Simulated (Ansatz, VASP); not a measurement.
## Two plane-wave programs on TiO2

Contents of POSCAR:

```
TiO2
1.0
    2.7060340000     -2.7066550000      0.0000000000
    2.7060340000      2.7066550000      0.0000000000
   -2.6335310000      0.0000000000      4.7966370000
Ti O
2 4
Direct
    0.1341100000      0.8658900000      0.2500000000
    0.8658900000      0.1341100000      0.7500000000
    0.3312210000      0.0887550000      0.6671490000
    0.6687790000      0.9112450000      0.3328510000
    0.9112450000      0.6687790000      0.8328510000
    0.0887550000      0.3312210000      0.1671490000
```

The input INCAR.step1:

```
SYSTEM = TiO2
ALGO = Normal
EDIFF = 1E-4
ENCUT = 520
GGA = PE
ISMEAR = 1
LASPH = .True.
LCHARG = .False.
LREAL = .False.
LWAVE = .True.
NBANDS = 33
NELM = 80
PREC = Accurate
SIGMA = 0.13
```

File INCAR.step2:

```
SYSTEM = TiO2
ALGO = Normal
EDIFF = 1E-7
ENCUT = 520
ISIF = 2
ISMEAR = 1
ISTART = 1
LASPH = .True.
LCHARG = .False.
LMIXTAU = .True.
LREAL = .False.
LWAVE = .False.
METAGGA = R2SCAN
NBANDS = 33
NELM = 80
PREC = Accurate
SIGMA = 0.13
```

File KPOINTS:

```
k-points
0
Gamma
  8 8 6
  0 0 0
```

Input for Ansatz:

```yaml
crystal:
  lattice:
    - [2.706034, -2.706655, 0.0]
    - [2.706034, 2.706655, 0.0]
    - [-2.633531, 0.0, 4.796637]
  atoms:
    - { symbol: Ti, position: [0.13411, 0.86589, 0.25] }
    - { symbol: Ti, position: [0.86589, 0.13411, 0.75] }
    - { symbol: O, position: [0.331221, 0.088755, 0.667149] }
    - { symbol: O, position: [0.668779, 0.911245, 0.332851] }
    - { symbol: O, position: [0.911245, 0.668779, 0.832851] }
    - { symbol: O, position: [0.088755, 0.331221, 0.167149] }
basis:
  ecutwfc: 500
kpoints:
  mp_grid: { grid: [8, 8, 6] }
hamiltonian:
  xc: r2scan
scf:
  occupations: { method: cold, width: 0.13 }
output:
  forces: true
  stress: true
  eigenvalues: true
```

Alike in both runs: task single point; functional r2SCAN; k mesh 8 × 8 × 6; no spin polarisation.

|  | VASP | Ansatz |
| --- | --- | --- |
| version | VASP 6.6.1 | Ansatz 0.2.0 |
| potentials or method | VASP PAW PBE potentials, release 64 (Ti_sv, O), cutoff 520 eV | scalar-relativistic, plane waves, PAW |
| occupations | methfessel-paxton of order 1, width 0.13 eV | cold, width 0.13 eV |
| valence electrons in the cell | 48 | 48 |

|  | VASP | Ansatz | Ansatz less VASP |
| --- | --- | --- | --- |
| gap on the k mesh at the Fermi level (eV) | 2.46 | 2.44 | -0.022 |
| least direct gap on the mesh (eV) | 2.82 | 2.79 | -0.029 |
| pressure (GPa) | -5.2 | -6.4 | -1.11 |
| traceless stress, the component that is largest in VASP (GPa) | -0.23 | -0.32 | -0.094 |
| rms of the force components (eV/Å) | 0.098 | 0.110 | +0.0110 |

VASP's potentials were made for PBE, not for r2SCAN. Atom by atom the forces differ by 0.021 eV/Å (rms over components).
